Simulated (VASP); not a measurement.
## Bi2W (CdI2 type): relaxation of cell and atoms with PBE

Bi2W (CdI2 type):

```
W Bi
1.0
     4.16498    0.00000    0.00000
    -2.08249    3.60698    0.00000
     0.00000    0.00000    6.66397
W Bi
1 2
Direct
  0.00000 0.00000 0.00000
  0.33333 0.66667 0.25000
  0.66667 0.33333 0.75000
```

```json
{
 "Program": "VASP 6.6.1",
 "Task": "relaxation of cell and atoms",
 "Functional": "PBE",
 "Potentials or basis": "VASP PAW PBE potentials, release 64 (W_sv, Bi_d)",
 "Cutoff": "600 eV",
 "k mesh": "9 × 9 × 5",
 "Occupations": "fermi-dirac, width 0.03 eV",
 "Spin": "no spin polarisation",
 "Dipole correction": "no",
 "Further INCAR settings": "ALGO = Normal; EDIFF = 1e-06; IBRION = 2; EDIFFG = -0.005; NSW = 100; ISIF = 3"
}
```

* Relaxed volume: 28.12 Å³/atom
* Relaxed cell: a = 3.421 Å, b = 3.421 Å, c = 8.323 Å, α = 90.00°, β = 90.00°, γ = 120.00°
* Space group after relaxing (to 0.05 Å): P-3m1 (No. 164)
* Energy gained by relaxing: 412.0 meV/atom
* Ionic steps: 64
* Pressure after relaxing: 0.0 GPa
* Band gap on the k mesh: zero (band 22 reaches 7.87 eV, above the bottom of band 23 at 7.62 eV)

Forces in eV/Å, atoms in the order of the input:
```
W    0.000  0.000  0.000
Bi   0.000  0.000  0.003
Bi   0.000  0.000 -0.003
```

The path:
```
step  energy change (eV)  largest force (eV/Å)  pressure (GPa)  volume (Å³)
   1              0.0000                0.0856           -6.28       100.11
   3             -0.3240                1.4720            1.45        87.81
   5             -0.7428                0.1872           12.89        68.17
   7             -1.1175                0.4035            5.61        74.39
   9             -1.1799                0.3487            0.04        77.52
  11             -1.1803                0.2952            0.41        77.26
  13             -1.2049                0.1137           -0.16        79.47
  15             -1.2096                0.0050           -0.39        81.04
  17             -1.2234                0.1937            1.59        80.58
  19             -1.2313                0.0720            1.02        81.52
  21             -1.2320                0.0269            0.80        81.89
  23             -1.2342                0.0389            0.14        82.38
  25             -1.2342                0.0592           -0.04        82.53
  27             -1.2343                0.0492            0.00        82.51
  29             -1.2345                0.0203            0.10        82.54
  31             -1.2346                0.0330           -0.06        82.75
  33             -1.2348                0.0199           -0.01        82.87
  35             -1.2351                0.0395            0.20        83.41
  37             -1.2353                0.0214            0.14        83.34
  39             -1.2357                0.0036           -0.09        83.91
  41             -1.2357                0.0144           -0.18        84.16
  43             -1.2360                0.0162            0.08        84.35
  45             -1.2360                0.0111            0.04        84.32
  47             -1.2360                0.0114            0.05        84.32
  49             -1.2360                0.0027           -0.03        84.44
  51             -1.2360                0.0008           -0.02        84.41
  53             -1.2360                0.0016           -0.04        84.40
  55             -1.2360                0.0076            0.01        84.35
  57             -1.2360                0.0054            0.01        84.38
  59             -1.2360                0.0052            0.03        84.39
  61             -1.2360                0.0035            0.01        84.39
  63             -1.2360                0.0022           -0.02        84.38
  64             -1.2360                0.0026            0.00        84.35
```

Final structure:
```
W Bi
1.0
     3.42079    0.00000    0.00000
    -1.71039    2.96249    0.00000
     0.00000    0.00000    8.32340
W Bi
1 2
Direct
  0.00000 0.00000 0.00000
  0.33333 0.66667 0.25466
  0.66667 0.33333 0.74534
```

Levels at points of the mesh, in eV from the Fermi level:
```tsv
k point	band 19	band 20	band 21	band 22	band 23	band 24	band 25	band 26
(0.00, 0.00, 0.00)	-1.49	-1.04	-1.04	0.23	0.23	3.38	4.86	4.86
```

Run time: 40 min on 1 thread of Intel(R) Xeon(R) 6975P-C (Granite Rapids), with other jobs on the host, peak memory 0.38 GiB.

Caveat: the volume moved by over 15 % at a fixed basis, so the end points are rough; spin-orbit coupling is left out, which moves the levels of the heavy elements.
